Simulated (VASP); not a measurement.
# Mg (I4/mmm) in VASP: further runs

Runs on Mg. Level: PBE. Tasks: single point.

Program: VASP 6.6.1. These are calculated values, not measurements. Logs are shortened: lines on timing, memory, paths and dates and some standing lists are left out, and cuts for length are marked.

## Step 1: The cell of the first run

The structure is tetragonal, space group I4/mmm (No. 139). The conventional cell has a = 3.499 Å, b = 3.499 Å, c = 3.453 Å, α = 90.00°, β = 90.00°, γ = 90.00°. Mg (site symmetry 4/mmm) has 14 Mg at 3.02 to 3.50 Å within 4.0 Å.

## Step 2: Single point, PBE (volume 21.138 Å^3 an atom, c/a of the conventional cell 0.9869)

Contents of INCAR:

```
PREC = Accurate
ENCUT = 520
EDIFF = 1E-6
ISMEAR = 0
SIGMA = 0.15
LREAL = False
LASPH = True
NELM = 100
ALGO = Fast
ISIF = 2
LWAVE = False
LCHARG = False
GGA = PE
NBANDS = 7
```

Contents of KPOINTS:

```
regular mesh
0
Gamma
  20 20 20
```

Contents of POSCAR:

```
Mg
1.0
   -1.7494851123      1.7494851123      1.7265668573
    1.7494851123     -1.7494851123      1.7265668573
    1.7494851123      1.7494851123     -1.7265668573
Mg
1
Direct
    0.0000000000      0.0000000000      0.0000000000
```

Potentials or basis: VASP PAW PBE potentials, release 64 (Mg).

On the command line:

```sh
cat potpaw_PBE.64/Mg/POTCAR > POTCAR
mpirun -np 1 vasp_std > vasp.out
```

OUTCAR:

```text
PREC = Accurate
   ENCUT = 520
   EDIFF = 1E-6
   ISMEAR = 0
   LREAL = False
   LASPH = True
   NELM = 100
   ISIF = 2
   GGA = PE

 ion  position               nearest neighbor table
   1  0.000  0.000  0.000-

  LATTYP: Found a body centered tetragonal cell.
 ALAT       =     3.4989702246
 C/A-ratio  =     0.9869000000

  Lattice vectors:

 A1 = (  -1.7494851123,   1.7494851123,   1.7265668573)
 A2 = (   1.7494851123,  -1.7494851123,   1.7265668573)
 A3 = (   1.7494851123,   1.7494851123,  -1.7265668573)

Analysis of symmetry for initial positions (statically):
=====================================================================
 Subroutine PRICEL returns:
 Original cell was already a primitive cell.

 Routine SETGRP: Setting up the symmetry group for a
 body centered tetragonal supercell.

 Subroutine GETGRP returns: Found 16 space group operations
 (whereof 16 operations were pure point group operations)
 out of a pool of 16 trial point group operations.

The static configuration has the point symmetry D_4h.

Analysis of symmetry for dynamics (positions and initial velocities):
=====================================================================
 Subroutine PRICEL returns:
 Original cell was already a primitive cell.

 Routine SETGRP: Setting up the symmetry group for a
 body centered tetragonal supercell.

 Subroutine GETGRP returns: Found 16 space group operations
 (whereof 16 operations were pure point group operations)
 out of a pool of 16 trial point group operations.

The dynamic configuration has the point symmetry D_4h.

 Subroutine INISYM returns: Found 16 space group operations
 (whereof 16 operations are pure point group operations),
 and found     1 'primitive' translations

----------------------------------------------------------------------------------------

                                     Primitive cell

  volume of cell :      21.1380

  direct lattice vectors                    reciprocal lattice vectors
    -1.749485112  1.749485112  1.726566857     0.000000000  0.285798374  0.289592029
     1.749485112 -1.749485112  1.726566857     0.285798374  0.000000000  0.289592029
     1.749485112  1.749485112 -1.726566857     0.285798374  0.285798374  0.000000000

  length of vectors
     3.017023273  3.017023273  3.017023273     0.406871299  0.406871299  0.404179936

[... 72 lines left out ...]
   ISPIN  =      1    spin polarized calculation?
   LNONCOLLINEAR =      F non collinear calculations
   LSORBIT =      F    spin-orbit coupling
   LASPH  =      T    aspherical Exc in radial PAW
   ENCUT  =  520.0 eV  38.22 Ry    6.18 a.u.   5.61  5.61  5.61*2*pi/ulx,y,z
   NELM   =    100;   NELMIN=  2; NELMDL= -5     # of ELM steps
   EDIFF  = 0.1E-05   stopping-criterion for ELM
   LREAL  =      F    real-space projection
   EDIFFG = 0.1E-04   stopping-criterion for IOM
   NSW    =      0    number of steps for IOM
   IBRION =     -1    ionic relax: 0-MD 1-quasi-New 2-CG
   NFREE  =      0    steps in history (QN), initial steepest desc. (CG)
   ISIF   =      2    stress and relaxation
   ISYM   =      2    0-nonsym 1-usesym 2-fastsym
   POTIM  = 0.5000    time-step for ionic-motion
   TEBEG  =    0.0;   TEEND  =   0.0 temperature during run
   PSTRESS=    0.0 pullay stress
   NELECT =       2.0000    total number of electrons
   NUPDOWN=      -1.0000    fix difference up-down
   EMIN   =  10.00;   EMAX   =-10.00  energy-range for DOS
   EFERMI =   0.00;   METHOD = LEGACY
   ISMEAR =     0;   SIGMA  =   0.15  broadening in eV -4-tet -1-fermi 0-gaus
   EFERMI_NEDOS =   21; number of points for ismear=-14 and -15
   IALGO  =     68    algorithm
   IMIX   =      4    mixing-type and parameters
     AMIX     =   0.40;   BMIX     =  1.00
     AMIX_MAG =   1.60;   BMIX_MAG =  1.00
  volume/ion in A,a.u.               =      21.14       142.65
  Fermi-wavevector in a.u.,A,eV,Ry     =   0.745985  1.409708  7.571559  0.556494
  Thomas-Fermi vector in A             =   1.841700
   LORBIT       =      0    0 simple, 1 ext, 2 COOP (PROOUT), +10 PAW based schemes
   GGA     = PE    functional components
   LHFCALC =     F    Hartree Fock is set to
   AEXX    =    0.0000 exact exchange contribution
   IVDW    =     0    specifies the selected vdW correction
   LEPSILON=     F    determine dielectric tensor
   LRPA    =     F    only Hartree local field effects (RPA)
 non-spin polarized calculation
 RMM-DIIS sequential band-by-band and
 Gauss-broadening in eV      SIGMA  =   0.15
  energy-cutoff  :      520.00
  volume of cell :       21.14
 maximum number of plane-waves:       587
   NGX = 11   NGY = 11   NGZ = 11

 number of electron       2.0000000 magnetization

 Free energy of the ion-electron system (eV)
  ---------------------------------------------------
  ext. energy  EPLUGINS =         0.00000000
  ---------------------------------------------------
  free energy    TOTEN  =        -1.46486139 eV

  energy without entropy =       -1.46107678  energy(sigma->0) =       -1.46296908

 E-fermi :   3.1356     XC(G=0):  -8.7536

 val. band max:        3.1169990201   @ k =  -0.4500   0.4500   0.0500
 cond. band min:       3.1574246275   @ k =  -0.2000  -0.4000   0.0500
 fundamental gap:      0.0404256074
 Fermi energy:         3.1355879854

 k-point     1 :       0.0000    0.0000    0.0000
  band No.  band energies     occupation
      1      -4.2121      2.00000
      2      16.4982      0.00000
      3      16.7764      0.00000
      4      16.7764      0.00000
      5      18.6279      0.00000
      6      18.9413      0.00000
      7      19.2748      0.00000
[... 221 lines left out ...]
 k-point    24 :      -0.3500    0.0500   -0.0000
  band No.  band energies     occupation
      1      -1.5699      2.00000
      2       6.7001      0.00000
      3      11.8890      0.00000
      4      13.4776      0.00000
      5      14.7867      0.00000
      6      16.5506      0.00000
      7      20.9251      0.00000

 [... further k-points ...]
[... 5 lines left out ...]
  --------------------------------------------------------------------------------------
  -------------------------------------------------------------------------------------
  Total        0.4203165      0.4203165      0.4369757      0.0000000      0.0000000      0.0000000
  in kB       31.8583377     31.8583377     33.1210422      0.0000000      0.0000000      0.0000000
  external PRESSURE =      32.2792392 kB  Pullay stress =       0.0000000 kB

 VOLUME and BASIS-vectors are now :
 -----------------------------------------------------------------------------
  energy-cutoff  :      520.00
  volume of cell :       21.14
      direct lattice vectors                 reciprocal lattice vectors
    -1.749485112  1.749485112  1.726566857     0.000000000  0.285798374  0.289592029
     1.749485112 -1.749485112  1.726566857     0.285798374  0.000000000  0.289592029
     1.749485112  1.749485112 -1.726566857     0.285798374  0.285798374  0.000000000

 POSITION                                       TOTAL-FORCE (eV/Angst)
 -----------------------------------------------------------------------------------
      0.00000      0.00000      0.00000         0.000000      0.000000      0.000000
 -----------------------------------------------------------------------------------
    total drift:                                0.000000     -0.000000      0.000000

  FREE ENERGIE OF THE ION-ELECTRON SYSTEM (eV)
  ---------------------------------------------------
  free  energy   TOTEN  =        -1.4648613856 eV

  energy  without entropy=       -1.4610767829  energy(sigma->0) =       -1.46296908
```

OSZICAR:

```text
N       E                     dE             d eps       ncg     rms          rms(c)
DAV:   1    -0.781181884389E+00   -0.78118E+00   -0.80987E+02  9786   0.196E+02
DAV:   2    -0.147137597775E+01   -0.69019E+00   -0.66235E+00 11739   0.115E+01
DAV:   3    -0.147379417753E+01   -0.24182E-02   -0.24175E-02 11543   0.769E-01
DAV:   4    -0.147379811623E+01   -0.39387E-05   -0.39383E-05 12586   0.228E-02
DAV:   5    -0.147379812525E+01   -0.90217E-08   -0.89058E-08 11627   0.781E-04    0.675E-01
RMM:   6    -0.146937712636E+01    0.44210E-02   -0.17802E-04  8976   0.108E-01    0.431E-01
RMM:   7    -0.146485315847E+01    0.45240E-02   -0.80016E-04  9152   0.204E-01    0.231E-02
RMM:   8    -0.146486153794E+01   -0.83795E-05   -0.37524E-05  9351   0.416E-02    0.551E-03
RMM:   9    -0.146486138562E+01    0.15232E-06   -0.25056E-06  9822   0.922E-03
   1 F= -.14648614E+01 E0= -.14629691E+01  d E =-.378460E-02
```

Wall time 17 s (1 thread of Intel Xeon 6975P-C (Granite Rapids), shared host); peak memory 0.22 GiB.

Results:

- Free energy: -1.4649 eV
- Pressure: 3.2 GPa
- Band gap on the k mesh: zero (band 1 reaches 7.05 eV, above the bottom of band 2 at 2.14 eV)

Stress tensor (GPa, compression positive):
```
3.19 0.00 0.00
0.00 3.19 0.00
0.00 0.00 3.31
```

Levels at points of the mesh, in eV from the Fermi level:
```csv
k point,band 1,band 2,band 3,band 4,band 5,band 6
"(0.00, 0.00, 0.00)",-7.35,13.36,13.64,13.64,15.49,15.81
"(0.50, 0.00, 0.00)",-1.63,-0.90,8.81,9.88,10.63,12.14
"(0.50, 0.50, 0.00)",-1.69,-1.00,9.05,10.11,10.89,12.24
"(0.50, 0.50, 0.50)",3.92,3.96,3.96,4.05,4.29,8.39
```

## Step 3: Single point, PBE (volume 21.138 Å^3 an atom, c/a of the conventional cell 1.0486)

Contents of INCAR:

```
PREC = Accurate
ENCUT = 520
EDIFF = 1E-6
ISMEAR = 0
SIGMA = 0.15
LREAL = False
LASPH = True
NELM = 100
ALGO = Normal
ISIF = 2
LWAVE = False
LCHARG = True
GGA = PE
LELF = True
LVHAR = True
NBANDS = 7
```

KPOINTS is that of step 2.

Contents of POSCAR:

```
Mg
1.0
   -1.7144757615      1.7144757615      1.7977992835
    1.7144757615     -1.7144757615      1.7977992835
    1.7144757615      1.7144757615     -1.7977992835
Mg
1
Direct
    0.0000000000      0.0000000000      0.0000000000
```

Potentials or basis: VASP PAW PBE potentials, release 64 (Mg).

On the command line:

```sh
cat potpaw_PBE.64/Mg/POTCAR > POTCAR
mpirun -np 1 vasp_std > vasp.out
```

It took 16 s on 1 thread of Intel Xeon 6975P-C (Granite Rapids), shared host; peak memory 0.22 GiB.

It converged, with:

```
Free energy            : -1.4641 eV
Pressure               : 3.3 GPa
Band gap on the k mesh : zero (band 1 reaches 6.45 eV, above the bottom of band 2 at 2.09 eV)
```

Stress tensor (GPa, compression positive):
```
3.33 0.00 0.00
0.00 3.33 0.00
0.00 0.00 3.16
```

Levels at points of the mesh, in eV from the Fermi level:
```tsv
k point	band 1	band 2	band 3	band 4
(0.00, 0.00, 0.00)	-7.34	13.26	13.26	14.23
(0.50, 0.00, 0.00)	-1.71	-1.03	9.20	10.26
(0.50, 0.50, 0.00)	-1.48	-0.70	8.35	9.43
(0.50, 0.50, 0.50)	3.33	3.69	4.25	4.48
```

## Step 4: Single point, PBE (volume 21.751 Å^3 an atom, c/a of the conventional cell 0.9869)

Contents of INCAR:

```
  ALGO = Fast
  EDIFF = 1E-6
  ENCUT = 520
  GGA = PE
  ISIF = 2
  ISMEAR = 0
  LASPH = True
  LCHARG = False
  LREAL = False
  LWAVE = False
  NBANDS = 7
  NELM = 100
  PREC = Accurate
  SIGMA = 0.15
```

Contents of KPOINTS:

```
k-points
0
Gamma
  20 20 20
```

Contents of POSCAR:

```
Mg
1.0
   -1.7662358519      1.7662358519      1.7430981622
    1.7662358519     -1.7662358519      1.7430981622
    1.7662358519      1.7662358519     -1.7430981622
Mg
1
Direct
    0.0000000000      0.0000000000      0.0000000000
```

Potentials or basis: VASP PAW PBE potentials, release 64 (Mg).

On the command line:

```sh
cat potpaw_PBE.64/Mg/POTCAR > POTCAR
mpirun -np 1 vasp_std > vasp.out
```

OUTCAR:

```text
EDIFF = 1E-6
   ENCUT = 520
   GGA = PE
   ISIF = 2
   ISMEAR = 0
   LASPH = True
   LREAL = False
   NELM = 100
   PREC = Accurate

 ion  position               nearest neighbor table
   1  0.000  0.000  0.000-

  LATTYP: Found a body centered tetragonal cell.
 ALAT       =     3.5324717038
 C/A-ratio  =     0.9869000000

  Lattice vectors:

 A1 = (  -1.7662358519,   1.7662358519,   1.7430981622)
 A2 = (   1.7662358519,  -1.7662358519,   1.7430981622)
 A3 = (   1.7662358519,   1.7662358519,  -1.7430981622)

Analysis of symmetry for initial positions (statically):
=====================================================================
 Subroutine PRICEL returns:
 Original cell was already a primitive cell.

 Routine SETGRP: Setting up the symmetry group for a
 body centered tetragonal supercell.

 Subroutine GETGRP returns: Found 16 space group operations
 (whereof 16 operations were pure point group operations)
 out of a pool of 16 trial point group operations.

The static configuration has the point symmetry D_4h.

Analysis of symmetry for dynamics (positions and initial velocities):
[... 154 lines left out ...]
  free energy    TOTEN  =        -1.47465302 eV

  energy without entropy =       -1.47066459  energy(sigma->0) =       -1.47265880

 E-fermi :   2.9735     XC(G=0):  -8.6631

 val. band max:        2.9559979104   @ k =  -0.3500  -0.4500   0.2000
 cond. band min:       2.9888495095   @ k =  -0.2000  -0.4000   0.0500
 fundamental gap:      0.0328515991
 Fermi energy:         2.9734850961

 k-point     1 :       0.0000    0.0000    0.0000
  band No.  band energies     occupation
      1      -4.2424      2.00000
      2      16.1440      0.00000
      3      16.4167      0.00000
      4      16.4167      0.00000
      5      18.2426      0.00000
      6      18.5504      0.00000
      7      18.7172      0.00000
[... 221 lines left out ...]
 k-point    24 :      -0.3500    0.0500    0.0000
  band No.  band energies     occupation
      1      -1.6485      2.00000
      2       6.4810      0.00000
      3      11.5985      0.00000
      4      13.1001      0.00000
      5      14.4248      0.00000
      6      16.1247      0.00000
      7      20.4339      0.00000

 [... further k-points ...]
[... 5 lines left out ...]
  --------------------------------------------------------------------------------------
  -------------------------------------------------------------------------------------
  Total        0.2566664      0.2566664      0.2683560      0.0000000      0.0000000      0.0000000
  in kB       18.9060350     18.9060350     19.7670829      0.0000000      0.0000000      0.0000000
  external PRESSURE =      19.1930510 kB  Pullay stress =       0.0000000 kB

 VOLUME and BASIS-vectors are now :
 -----------------------------------------------------------------------------
  energy-cutoff  :      520.00
  volume of cell :       21.75
      direct lattice vectors                 reciprocal lattice vectors
    -1.766235852  1.766235852  1.743098162     0.000000000  0.283087901  0.286845578
     1.766235852 -1.766235852  1.743098162     0.283087901  0.000000000  0.286845578
     1.766235852  1.766235852 -1.743098162     0.283087901  0.283087901  0.000000000

 POSITION                                       TOTAL-FORCE (eV/Angst)
 -----------------------------------------------------------------------------------
      0.00000      0.00000      0.00000        -0.000000      0.000000     -0.000000
 -----------------------------------------------------------------------------------
    total drift:                                0.000000      0.000000      0.000000

  FREE ENERGIE OF THE ION-ELECTRON SYSTEM (eV)
  ---------------------------------------------------
  free  energy   TOTEN  =        -1.4746530189 eV

  energy  without entropy=       -1.4706645887  energy(sigma->0) =       -1.47265880
```

It took 16 s on 1 thread of Intel Xeon 6975P-C (Granite Rapids), shared host; peak memory 0.22 GiB.

Results:

```
Free energy            : -1.4747 eV
Pressure               : 1.9 GPa
Band gap on the k mesh : zero (band 1 reaches 6.85 eV, above the bottom of band 2 at 1.97 eV)
```

Levels at points of the mesh, in eV from the Fermi level:
```tsv
k point	band 1	band 2	band 3	band 4	band 5
(0.00, 0.00, 0.00)	-7.22	13.17	13.44	13.44	15.27
(0.50, 0.00, 0.00)	-1.58	-0.91	8.71	9.65	10.44
(0.50, 0.50, 0.00)	-1.64	-1.00	8.95	9.88	10.70
(0.50, 0.50, 0.50)	3.88	3.88	3.92	4.05	4.20
```

## Step 5: Summary

| cell | gap on the mesh (eV) | pressure (GPa) |
| --- | --- | --- |
| a = 3.017 Å, angles 109.1, 109.1, 110.2°, 1 atom | none | 3.2 |
| a = 3.018 Å, angles 110.8, 110.8, 106.9°, 1 atom | none | 3.3 |
| a = 3.046 Å, angles 109.1, 109.1, 110.2°, 1 atom | none | 1.9 |

Alike in all rows: task single point; level PBE; potentials or basis VASP PAW PBE potentials, release 64 (Mg); no spin polarisation; k mesh 20 × 20 × 20; cutoff (eV) 520; smearing gaussian 0.15 eV.

Total energies depend on the potentials used, so only differences within one code and one set of settings carry meaning.
